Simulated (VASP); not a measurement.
# Na in VASP: a series of runs

Na is run at these levels: PBE; tasks: single point.

Program: VASP 6.6.1. These are calculated values, not measurements. Logs are shortened: lines on timing, memory, paths and dates and some standing lists are left out, and cuts for length are marked.

**1. The cell of the first run**

It takes space group P6_3/mmc (No. 194, hexagonal). The conventional cell has a = 3.824 Å, b = 3.824 Å, c = 5.693 Å, α = 90.00°, β = 90.00°, γ = 120.00°. Na (site symmetry -6m2) has 12 Na at 3.60 to 3.82 Å within 4.7 Å.

**2. Single point, PBE (strained)**

INCAR reads:

```
SYSTEM = Na
ALGO = Normal ; EDIFF = 1E-6
ENCUT = 520 ; GGA = PE
ISIF = 2 ; ISMEAR = 0
LASPH = .True. ; LCHARG = .True.
LELF = .True. ; LREAL = .False.
LVHAR = .True. ; LWAVE = .False.
NBANDS = 14 ; NELM = 80
PREC = Accurate ; SIGMA = 0.1
```

KPOINTS reads:

```
k-points
0
Gamma
  15 15 8
  0 0 0
```

POSCAR reads:

```
Na
1.0
    3.8241087327      0.0000000000      0.0000000000
   -1.9120543664      3.3117753094      0.0000000000
    0.0000000000      0.0000000000      5.6934346400
Na
2
Direct
    0.3333333333      0.6666666667      0.2500000000
    0.6666666667      0.3333333333      0.7500000000
```

Potentials or basis: VASP PAW PBE potentials, release 64 (Na_pv).

Command:

```
cat potpaw_PBE.64/Na_pv/POTCAR > POTCAR
mpirun -np 1 vasp_std > vasp.out
```

OUTCAR:

```text
SYSTEM = Na
   EDIFF = 1E-6
   ENCUT = 520
   GGA = PE
   ISIF = 2
   ISMEAR = 0
   LASPH = .True.
   LREAL = .False.
   NELM = 80
   PREC = Accurate

 ion  position               nearest neighbor table
   1  0.333  0.667  0.250-
   2  0.667  0.333  0.750-

  LATTYP: Found a hexagonal cell.
 ALAT       =     3.8241087327
 C/A-ratio  =     1.4888265575

  Lattice vectors:

 A1 = (   3.8241087327,   0.0000000000,   0.0000000000)
 A2 = (  -1.9120543664,   3.3117753094,   0.0000000000)
 A3 = (   0.0000000000,   0.0000000000,   5.6934346400)

Analysis of symmetry for initial positions (statically):
=====================================================================
 Subroutine PRICEL returns:
 Original cell was already a primitive cell.

 Routine SETGRP: Setting up the symmetry group for a
 hexagonal supercell.

 Subroutine GETGRP returns: Found 24 space group operations
 (whereof 12 operations were pure point group operations)
 out of a pool of 24 trial point group operations.

The static configuration has the point symmetry D_3d.
 The point group associated with its full space group is D_6h.

Analysis of symmetry for dynamics (positions and initial velocities):
=====================================================================
 Subroutine PRICEL returns:
 Original cell was already a primitive cell.

 Routine SETGRP: Setting up the symmetry group for a
 hexagonal supercell.

 Subroutine GETGRP returns: Found 24 space group operations
 (whereof 12 operations were pure point group operations)
 out of a pool of 24 trial point group operations.

The dynamic configuration has the point symmetry D_3d.
 The point group associated with its full space group is D_6h.

 Subroutine INISYM returns: Found 24 space group operations
 (whereof 12 operations are pure point group operations),
 and found     1 'primitive' translations

----------------------------------------------------------------------------------------

                                     Primitive cell

  volume of cell :      72.1050

  direct lattice vectors                    reciprocal lattice vectors
     3.824108733  0.000000000  0.000000000     0.261498841  0.150976426  0.000000000
    -1.912054366  3.311775309  0.000000000     0.000000000  0.301952852  0.000000000
     0.000000000  0.000000000  5.693434640     0.000000000  0.000000000  0.175640903

  length of vectors
     3.824108733  3.824108733  5.693434640     0.301952852  0.301952852  0.175640903

  position of ions in fractional coordinates (direct lattice)
     0.333333333  0.666666667  0.250000000
     0.666666667  0.333333333  0.750000000

  ion indices of the primitive-cell ions
   primitive index   ion index
                 1           1
                 2           2

----------------------------------------------------------------------------------------

 KPOINTS: k-points

Automatic generation of k-mesh.
 Grid dimensions read from file:
 generate k-points for:   15   15    8

 Generating k-lattice:

  Cartesian coordinates                     Fractional coordinates (reciprocal lattice)
     0.017433256  0.010065095  0.000000000     0.066666667  0.000000000  0.000000000
     0.000000000  0.020130190  0.000000000     0.000000000  0.066666667  0.000000000
     0.000000000  0.000000000  0.021955113     0.000000000  0.000000000  0.125000000

  Length of vectors
     0.020130190  0.020130190  0.021955113

  Shift w.r.t. Gamma in fractional coordinates (k-lattice)
     0.000000000  0.000000000  0.000000000

 Subroutine IBZKPT returns following result:
 ===========================================

 Found    135 irreducible k-points:

 Following reciprocal coordinates:
            Coordinates               Weight
  0.000000  0.000000  0.000000      1.000000
  0.066667  0.000000  0.000000      6.000000
  0.133333  0.000000  0.000000      6.000000
  0.200000  0.000000  0.000000      6.000000
  0.266667  0.000000  0.000000      6.000000
  0.333333  0.000000  0.000000      6.000000
[... 16 lines left out ...]
  0.333333  0.200000  0.000000     12.000000
  0.400000  0.200000  0.000000      6.000000
 [... further k-points ...]
   k-points           NKPTS =    135   k-points in BZ     NKDIM =    135   number of bands    NBANDS=     14
   number of dos      NEDOS =    301   number of ions     NIONS =      2
   total plane-waves  NPLWV =  32928
   dimension x,y,z NGX =    28 NGY =   28 NGZ =   42
   dimension x,y,z NGXF=    56 NGYF=   56 NGZF=   84
   ions per type =               2
   NGX,Y,Z   is equivalent  to a cutoff of  12.17, 12.17, 12.26 a.u.
   NGXF,Y,Z  is equivalent  to a cutoff of  24.34, 24.34, 24.53 a.u.
 SYSTEM =  Na
   PREC   = accura    normal or accurate (medium, high low for compatibility)
   ISTART =      0    job   : 0-new  1-cont  2-samecut
   ICHARG =      2    charge: 1-file 2-atom 10-const
   ISPIN  =      1    spin polarized calculation?
   LNONCOLLINEAR =      F non collinear calculations
   LSORBIT =      F    spin-orbit coupling
   LASPH  =      T    aspherical Exc in radial PAW
   ENCUT  =  520.0 eV  38.22 Ry    6.18 a.u.   7.11  7.11 10.59*2*pi/ulx,y,z
   NELM   =     80;   NELMIN=  2; NELMDL= -5     # of ELM steps
   EDIFF  = 0.1E-05   stopping-criterion for ELM
   LREAL  =      F    real-space projection
   EDIFFG = 0.1E-04   stopping-criterion for IOM
   NSW    =      0    number of steps for IOM
   IBRION =     -1    ionic relax: 0-MD 1-quasi-New 2-CG
   NFREE  =      0    steps in history (QN), initial steepest desc. (CG)
   ISIF   =      2    stress and relaxation
   ISYM   =      2    0-nonsym 1-usesym 2-fastsym
   POTIM  = 0.5000    time-step for ionic-motion
   TEBEG  =    0.0;   TEEND  =   0.0 temperature during run
   PSTRESS=    0.0 pullay stress
   NELECT =      14.0000    total number of electrons
   NUPDOWN=      -1.0000    fix difference up-down
   EMIN   =  10.00;   EMAX   =-10.00  energy-range for DOS
   EFERMI =   0.00;   METHOD = LEGACY
   ISMEAR =     0;   SIGMA  =   0.10  broadening in eV -4-tet -1-fermi 0-gaus
   EFERMI_NEDOS =   21; number of points for ismear=-14 and -15
   IALGO  =     38    algorithm
   IMIX   =      4    mixing-type and parameters
     AMIX     =   0.40;   BMIX     =  1.00
     AMIX_MAG =   1.60;   BMIX_MAG =  1.00
  volume/ion in A,a.u.               =      36.05       243.29
  Fermi-wavevector in a.u.,A,eV,Ry     =   0.947972  1.791408 12.226899  0.898652
  Thomas-Fermi vector in A             =   2.076117
   LORBIT       =      0    0 simple, 1 ext, 2 COOP (PROOUT), +10 PAW based schemes
   GGA     = PE    functional components
   LHFCALC =     F    Hartree Fock is set to
   AEXX    =    0.0000 exact exchange contribution
   IVDW    =     0    specifies the selected vdW correction
   LEPSILON=     F    determine dielectric tensor
   LRPA    =     F    only Hartree local field effects (RPA)
 non-spin polarized calculation
 Gauss-broadening in eV      SIGMA  =   0.10
  energy-cutoff  :      520.00
  volume of cell :       72.11
 maximum number of plane-waves:      1959
   NGX = 15   NGY = 15   NGZ = 21

 number of electron      14.0000005 magnetization

 Free energy of the ion-electron system (eV)
  ---------------------------------------------------
  ext. energy  EPLUGINS =         0.00000000
  ---------------------------------------------------
  free energy    TOTEN  =        -2.61187172 eV

  energy without entropy =       -2.60756350  energy(sigma->0) =       -2.60971761

 E-fermi :   0.4211     XC(G=0):  -6.5738

 val. band max:        0.4185368921   @ k =   0.1333   0.1333   0.2500
 cond. band min:       0.4304375353   @ k =   0.4000   0.0000   0.5000
 fundamental gap:      0.0119006432
 Fermi energy:         0.4210604482

 k-point     1 :       0.0000    0.0000    0.0000
  band No.  band energies     occupation
      1     -24.5227      2.00000
      2     -24.4820      2.00000
      3     -24.4820      2.00000
      4     -24.4748      2.00000
      5     -24.4732      2.00000
      6     -24.4732      2.00000
      7      -2.9277      2.00000
      8       1.4352      0.00000
      9       1.9694      0.00000
     10       9.7919      0.00000
     11       9.7919      0.00000
     12      10.0906      0.00000
     13      10.0906      0.00000
     14      10.6808      0.00000

 k-point     2 :       0.0667    0.0000    0.0000
  band No.  band energies     occupation
      1     -24.5221      2.00000
      2     -24.4829      2.00000
      3     -24.4823      2.00000
      4     -24.4752      2.00000
      5     -24.4741      2.00000
      6     -24.4733      2.00000
      7      -2.8646      2.00000
      8       1.4904      0.00000
      9       2.0293      0.00000
     10       8.5749      0.00000
     11       9.2030      0.00000
     12       9.7509      0.00000
     13      10.7708      0.00000
     14      11.5839      0.00000

 k-point     3 :       0.1333    0.0000    0.0000
  band No.  band energies     occupation
      1     -24.5204      2.00000
      2     -24.4854      2.00000
      3     -24.4833      2.00000
      4     -24.4768      2.00000
      5     -24.4762      2.00000
      6     -24.4735      2.00000
      7      -2.6757      2.00000
      8       1.6562      0.00000
      9       2.2068      0.00000
     10       7.1133      0.00000
     11       8.5875      0.00000
     12       9.0365      0.00000
     13      10.9139      0.00000
     14      11.6240      0.00000
[... 324 lines left out ...]
 k-point    23 :       0.3333    0.2000    0.0000
  band No.  band energies     occupation
      1     -24.5022      2.00000
      2     -24.5008      2.00000
      3     -24.4942      2.00000
      4     -24.4902      2.00000
      5     -24.4894      2.00000
      6     -24.4804      2.00000
      7       0.0763      2.00000
      8       1.8264      0.00000
      9       3.4554      0.00000
     10       4.1646      0.00000
     11       5.2314      0.00000
     12       5.8526      0.00000
     13       7.0980      0.00000
     14       7.5521      0.00000

 k-point    24 :       0.4000    0.2000    0.0000
  band No.  band energies     occupation
      1     -24.5016      2.00000
      2     -24.5005      2.00000
      3     -24.4929      2.00000
      4     -24.4923      2.00000
      5     -24.4908      2.00000
      6     -24.4807      2.00000
      7       0.8546      0.00000
      8       0.9534      0.00000
      9       3.4244      0.00000
     10       4.9478      0.00000
     11       4.9551      0.00000
     12       5.6153      0.00000
     13       6.5898      0.00000
     14       7.4941      0.00000

 [... further k-points ...]

------------------------ aborting loop because EDIFF is reached ----------------------------------------

  FORCE on cell =-STRESS in cart. coord.  units (eV):
  Direction    XX          YY          ZZ          XY          YZ          ZX
  --------------------------------------------------------------------------------------
  -------------------------------------------------------------------------------------
  Total       -0.0123495     -0.0123495      0.3580818      0.0000000     -0.0000000      0.0000000
  in kB       -0.2744062     -0.2744062      7.9565984      0.0000000     -0.0000000      0.0000000
  external PRESSURE =       2.4692620 kB  Pullay stress =       0.0000000 kB

 VOLUME and BASIS-vectors are now :
 -----------------------------------------------------------------------------
  energy-cutoff  :      520.00
  volume of cell :       72.11
      direct lattice vectors                 reciprocal lattice vectors
     3.824108733  0.000000000  0.000000000     0.261498841  0.150976426  0.000000000
    -1.912054366  3.311775309  0.000000000     0.000000000  0.301952852  0.000000000
     0.000000000  0.000000000  5.693434640     0.000000000  0.000000000  0.175640903

 POSITION                                       TOTAL-FORCE (eV/Angst)
 -----------------------------------------------------------------------------------
     -0.00000      2.20785      1.42336         0.000000     -0.000000      0.000000
      1.91205      1.10393      4.27008        -0.000000      0.000000      0.000000
 -----------------------------------------------------------------------------------
    total drift:                                0.000000     -0.000000      0.000000

  FREE ENERGIE OF THE ION-ELECTRON SYSTEM (eV)
  ---------------------------------------------------
  free  energy   TOTEN  =        -2.6118717174 eV

  energy  without entropy=       -2.6075634975  energy(sigma->0) =       -2.60971761
```

Wall time 33 s (1 thread of AMD EPYC 9R45 (Zen 5), shared host); peak memory 0.2 GiB.

Results:

- Free energy: -2.6119 eV
- Pressure: 0.2 GPa
- Band gap on the k mesh: zero (band 7 reaches 2.36 eV, above the bottom of band 8 at -1.74 eV)

Levels at points of the mesh, in eV from the Fermi level:
| k point | band 3 | band 4 | band 5 | band 6 | band 7 | band 8 | band 9 | band 10 | band 11 | band 12 |
| --- | --- | --- | --- | --- | --- | --- | --- | --- | --- | --- |
| (0.00, 0.00, 0.00) | -24.90 | -24.90 | -24.89 | -24.89 | -3.35 | 1.01 | 1.55 | 9.37 | 9.37 | 9.67 |
| (0.00, 0.00, 0.50) | -24.90 | -24.90 | -24.90 | -24.90 | -2.16 | -2.16 | 6.69 | 6.69 | 10.06 | 10.06 |

Caveat: the cell differs from its parent crystal (strained).

[end of part 1 of 2]
